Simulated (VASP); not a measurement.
# GaN (P6_3mc) in VASP: a series of runs

The runs below take GaN through elastic constants, dielectric tensor, with PBE, PBEsol.

Everything below comes from runs of VASP 6.6.1. Logs are shortened: lines on timing, memory, paths and dates and some standing lists are left out, and cuts for length are marked.

### 1 The cell of the first run

Symmetry: P6_3mc, No. 186, hexagonal system. The conventional cell has a = 3.180 Å, b = 3.180 Å, c = 5.166 Å, α = 90.00°, β = 90.00°, γ = 120.00°. Ga (site symmetry 3m) has 4 N at 1.94 to 1.95 Å within 2.6 Å. Within 2.6 Å of N (site symmetry 3m) lie 4 Ga at 1.94 to 1.95 Å.

### 2 Elastic constants, PBE

Contents of INCAR:

```
ALGO = Normal ; EDIFF = 1E-8
ENCUT = 600 ; GGA = PE
IBRION = 6 ; ISIF = 3
ISMEAR = 0 ; LASPH = True
LCHARG = True ; LREAL = False
LWAVE = False ; NBANDS = 26
NELM = 60 ; NFREE = 2
NSW = 1 ; POTIM = 0.015
PREC = Accurate ; SIGMA = 0.01
```

Contents of KPOINTS:

```
k-points
0
Gamma
  7 7 4
```

Contents of POSCAR:

```
GaN
1.0
    3.1800000000      0.0000000000      0.0000000000
   -1.5900000000      2.7539607840      0.0000000000
    0.0000000000      0.0000000000      5.1660000000
Ga N
2 2
Direct
    0.6666666667      0.3333333333      0.5000000000
    0.3333333333      0.6666666667      0.0000000000
    0.6666666667      0.3333333333      0.8750000000
    0.3333333333      0.6666666667      0.3750000000
```

Potentials or basis: VASP PAW PBE potentials, release 64 (Ga_d, N).

Run with:

```sh
> cat potpaw_PBE.64/Ga_d/POTCAR potpaw_PBE.64/N/POTCAR > POTCAR
> mpirun -np 1 vasp_std > vasp.out
```

OUTCAR:

```text
EDIFF = 1E-8
   ENCUT = 600
   GGA = PE
   IBRION = 6
   ISIF = 3
   ISMEAR = 0
   LASPH = True
   LREAL = False
   NELM = 60
   NFREE = 2
   NSW = 1
   POTIM = 0.015
   PREC = Accurate

 ion  position               nearest neighbor table
   1  0.667  0.333  0.500-   3 1.94   4 1.95   4 1.95   4 1.95
   2  0.333  0.667  0.000-   4 1.94   3 1.95   3 1.95   3 1.95
   3  0.667  0.333  0.875-   1 1.94   2 1.95   2 1.95   2 1.95
   4  0.333  0.667  0.375-   2 1.94   1 1.95   1 1.95   1 1.95

  LATTYP: Found a hexagonal cell.
 ALAT       =     3.1800000000
 C/A-ratio  =     1.6245283019

  Lattice vectors:

 A1 = (   3.1800000000,   0.0000000000,   0.0000000000)
 A2 = (  -1.5900000000,   2.7539607840,   0.0000000000)
 A3 = (   0.0000000000,   0.0000000000,   5.1660000000)

Analysis of symmetry for initial positions (statically):
=====================================================================
 Subroutine PRICEL returns:
 Original cell was already a primitive cell.

 Routine SETGRP: Setting up the symmetry group for a
 hexagonal supercell.

 Subroutine GETGRP returns: Found 12 space group operations
 (whereof  6 operations were pure point group operations)
 out of a pool of 24 trial point group operations.

The static configuration has the point symmetry C_3v.
 The point group associated with its full space group is C_6v.

Analysis of symmetry for dynamics (positions and initial velocities):
=====================================================================
 Subroutine PRICEL returns:
 Original cell was already a primitive cell.

 Routine SETGRP: Setting up the symmetry group for a
 hexagonal supercell.
[... 370 lines left out ...]
      1     -10.6386      2.00000
      2      -9.6747      2.00000
      3      -8.0279      2.00000
      4      -8.0028      2.00000
      5      -8.0028      2.00000
      6      -7.9360      2.00000
[... 685 lines left out ...]
     25      18.5726      0.00000
     26      18.6200      0.00000

 [... further k-points ...]

------------------------ aborting loop because EDIFF is reached ----------------------------------------

  FORCE on cell =-STRESS in cart. coord.  units (eV):
  Direction    XX          YY          ZZ          XY          YZ          ZX
  --------------------------------------------------------------------------------------
  -------------------------------------------------------------------------------------
  Total        1.7404800      1.7404800      2.6142211     -0.0000000      0.0000000      0.0000000
  in kB       61.6368372     61.6368372     92.5792441     -0.0000000      0.0000000      0.0000000
  external PRESSURE =      71.9509728 kB  Pullay stress =       0.0000000 kB
[... 19 lines left out ...]
  FREE ENERGIE OF THE ION-ELECTRON SYSTEM (eV)
  ---------------------------------------------------
  free  energy   TOTEN  =       -24.2825021276 eV

  energy  without entropy=      -24.2825021276  energy(sigma->0) =      -24.28250213

 INTERNAL STRAIN TENSORS FROM STRAINED CELLS
 ============================================

 INTERNAL STRAIN TENSOR FOR ION    1 for displacements in x,y,z  (eV/Angst):
          X           Y           Z          XY          YZ          ZX
  --------------------------------------------------------------------------------
  x     0.00000    -0.00000     0.00000     8.27918    -0.00000    -5.78086
  y     8.31531    -8.34114     0.00000    -0.00000    -5.63959    -0.00013
  z    -5.56428    -5.57101    11.98020    -0.00066    -0.00187     0.00000

 INTERNAL STRAIN TENSORS FROM DISPLACED ATOMS
 ============================================

 INTERNAL STRAIN TENSOR FOR ION    1 for displacements in x,y,z  (eV/Angst):
          X           Y           Z          XY          YZ          ZX
  --------------------------------------------------------------------------------
  x     0.00000     0.00000     0.00000     8.29007     0.00000    -5.77604
  y     8.29007    -8.29007     0.00000     0.00000    -5.77602     0.00000
  z    -5.52625    -5.52625    11.79848     0.00000     0.00000     0.00000

 INTERNAL STRAIN TENSOR FOR ION    4 for displacements in x,y,z  (eV/Angst):
          X           Y           Z          XY          YZ          ZX
  --------------------------------------------------------------------------------
  x     0.00000     0.00000     0.00000    -9.69033    -0.00000     5.78135
  y    -9.69033     9.69033     0.00000    -0.00000     5.78133     0.00000
  z     5.55552     5.55552   -11.77909     0.00000     0.00000     0.00000

 Eigenvectors and eigenvalues of the dynamical matrix
 ----------------------------------------------------

   1 f  =   20.966244 THz   131.734794 2PiTHz  699.358611 cm-1    86.709378 meV
             X         Y         Z           dx          dy          dz
      1.590000  0.917987  2.583000     0.000000    0.000000    0.052892
     -0.000000  1.835974  0.000000     0.000000    0.000000   -0.052892
      1.590000  0.917987  4.520250     0.000000    0.000000   -0.705126
     -0.000000  1.835974  1.937250    -0.000000   -0.000000    0.705126
[... 71 lines left out ...]
  12 f/i=    0.002899 THz     0.018214 2PiTHz    0.096695 cm-1     0.011989 meV
             X         Y         Z           dx          dy          dz
      1.590000  0.917987  2.583000     0.000000   -0.000000    0.645331
     -0.000000  1.835974  0.000000     0.000000   -0.000000    0.645331
      1.590000  0.917987  4.520250     0.000000   -0.000000    0.289046
     -0.000000  1.835974  1.937250     0.000000   -0.000000    0.289046

--------------------------------------------------------------------------------------------------------

 ELASTIC MODULI CONTR FROM IONIC RELAXATION (kBar)
 Direction    XX          YY          ZZ          XY          YZ          ZX
 --------------------------------------------------------------------------------
 XX        -653.4809    311.7421    363.5413     -0.0000      0.0000     -0.0000
 YY         311.7421   -653.4809    363.5413      0.0000     -0.0000      0.0000
 ZZ         363.5413    363.5413   -773.4695     -0.0000      0.0000      0.0000
 XY          -0.0000      0.0000     -0.0000   -482.6115      0.0000      0.0000
 YZ           0.0000     -0.0000      0.0000      0.0000   -186.7419     -0.0000
 ZX          -0.0000      0.0000      0.0000      0.0000     -0.0000   -186.7435
 --------------------------------------------------------------------------------

 TOTAL ELASTIC MODULI (kBar)
 Direction    XX          YY          ZZ          XY          YZ          ZX
 --------------------------------------------------------------------------------
 XX        3461.0870   1339.2964    991.6545     -0.0000      0.0000     -0.0000
 YY        1339.2964   3461.0870    991.6545      0.0000     -0.0000      0.0000
 ZZ         991.6545    991.6545   3951.9071     -0.0000      0.0000      0.0000
 XY          -0.0000      0.0000     -0.0000   1060.8953      0.0000      0.0000
 YZ           0.0000     -0.0000      0.0000      0.0000    891.6663     -0.0000
 ZX          -0.0000      0.0000      0.0000      0.0000     -0.0000    891.6643
 --------------------------------------------------------------------------------
```

stdout:

```text
POSCAR found type information on POSCAR GaN
 POSCAR found :  2 types and       4 ions
 scaLAPACK will be used
 LDA part: xc-table for (Slater+PW92), standard interpolation
 POSCAR, INCAR and KPOINTS ok, starting setup
 FFT: planning ... GRIDC
 FFT: planning ... GRID_SOFT
 FFT: planning ... GRID
 WAVECAR not read
 entering main loop
 Found     4 degrees of freedom:
 Adding 6 more for cell shape distortion
 Finite differences POTIM= 0.01500 DOF=  10
 bond charge predicted
 Finite differences progress:
 bond charge predicted
 Finite differences progress:
 bond charge predicted
 Finite differences progress:
 bond charge predicted
 Finite differences progress:
 bond charge predicted
 Finite differences progress:
 bond charge predicted
 Finite differences progress:
 bond charge predicted
 Finite differences progress:
 bond charge predicted
 Finite differences progress:
 bond charge predicted
 Finite differences progress:
 bond charge predicted
 Finite differences progress:
 bond charge predicted
 Finite differences progress:
 bond charge predicted
 Finite differences progress:
 bond charge predicted
 Finite differences progress:
 bond charge predicted
 Finite differences progress:
 bond charge predicted
 Finite differences progress:
 bond charge predicted
 Finite differences progress:
 bond charge predicted
 Finite differences progress:
 bond charge predicted
 Finite differences progress:
 bond charge predicted
 Finite differences progress:
 bond charge predicted
 Finite differences progress:
```

Wall time 15 min (1 thread of AMD EPYC 9R45 (Zen 5), shared host); peak memory 0.33 GiB.

What came out:

```
Voigt bulk modulus                                      : 195 GPa
Highest phonon frequency at Γ, LO-TO splitting left out : 699 cm⁻¹
```

Phonon frequencies in cm⁻¹ (negative: imaginary):
```
              q point                                frequencies
(0.000, 0.000, 0.000)  0 0 0 133 133 336 543 543 545 555 555 699
```

Elastic tensor in Voigt notation (GPa, in the Cartesian axes of the cell as first typed):
```
346 134  99   0   0   0
134 346  99   0   0   0
 99  99 395   0   0   0
  0   0   0  89   0   0
  0   0   0   0  89   0
  0   0   0   0   0 106
```

Clamped-ion elastic tensor (GPa):
```
411 103  63   0   0   0
103 411  63   0   0   0
 63  63 473   0   0   0
  0   0   0 108   0   0
  0   0   0   0 108   0
  0   0   0   0   0 154
```

Caveat: the cell is under stress, which shifts elastic constants.

[end of part 1 of 2]
